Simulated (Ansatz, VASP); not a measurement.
Al4FeCo3 in VASP and in Ansatz

```xyz
8
Lattice="5.7085 0.0000 0.0000 0.0000 5.7085 0.0000 0.0000 0.0000 2.8575" Properties=species:S:1:pos:R:3 pbc="T T T"
Al    4.2671    4.2671    0.0000
Al    4.2671    1.4414    0.0000
Al    1.4414    4.2671    0.0000
Al    1.4414    1.4414    0.0000
Fe    2.8542    2.8542    1.4287
Co    2.8542    0.0000    1.4287
Co    0.0000    2.8542    1.4287
Co    0.0000    0.0000    1.4287
```

Alike in both runs: task single point; functional PBE; k mesh 8 × 8 × 14; occupations gaussian, width 0.1 eV; no spin polarisation.

```csv
,VASP,Ansatz
version,VASP 6.6.1,Ansatz 0.2.0
potentials or method,"VASP PAW PBE potentials, release 64 (Al, Fe, Co), cutoff 520 eV","scalar-relativistic, plane waves, PAW"
valence electrons in the cell,47,79
```

```csv
,VASP,Ansatz,Ansatz less VASP
gap on the k mesh at the Fermi level (eV),none,none,-
pressure (GPa),-0.1,0.0,+0.08
```

A gap of «none» marks a metal or a gap that the smearing closes. VASP's potentials hold 47 valence electrons a cell and Ansatz's 79, so a difference there can come from the potentials and not from the codes.
